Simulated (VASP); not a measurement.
A run of VASP 6.6.1 is set up as follows.

File INCAR:

```
PREC = Accurate ; ENCUT = 520
EDIFF = 1E-6 ; ISMEAR = -1
SIGMA = 0.1 ; LREAL = False
LASPH = True ; NELM = 60
ALGO = Normal ; ISIF = 2
LWAVE = False ; LCHARG = True
LELF = True ; LVHAR = True
NBANDS = 34
```

KPOINTS

```
Automatic mesh
0
Gamma
  15 15 4
```

The input POSCAR:

```
Nb
1.0
    2.7272737125      0.0000000000      0.0000000000
   -1.3636368562      2.3618883181      0.0000000000
    0.0000000000      0.0000000000     10.0799273136
Nb
4
Direct
    0.0000000000      1.0000000000      0.0000000000
    0.0000000000      1.0000000000      0.5000000000
    0.3333333333      0.6666666667      0.2500000000
    0.6666666667      0.3333333333      0.7500000000
```

Potentials or basis: VASP PAW LDA potentials, release 64 (Nb_sv).

Command:

```bash
$ cat potpaw_LDA.64/Nb_sv/POTCAR > POTCAR
$ mpirun -np 1 vasp_std > vasp.out
```

**Question.** What does it give for the band gap on the k mesh?

**Answer.** Zero (bands 26 and 27 overlap by 1.91 eV).

**Question.** Predict the pressure.

**Answer.** 17.5 GPa.

Stress tensor (GPa, compression positive):
```
17.95  0.00  0.00
 0.00 17.95  0.00
 0.00  0.00 16.53
```

Caveat: the cell stands under pressure.
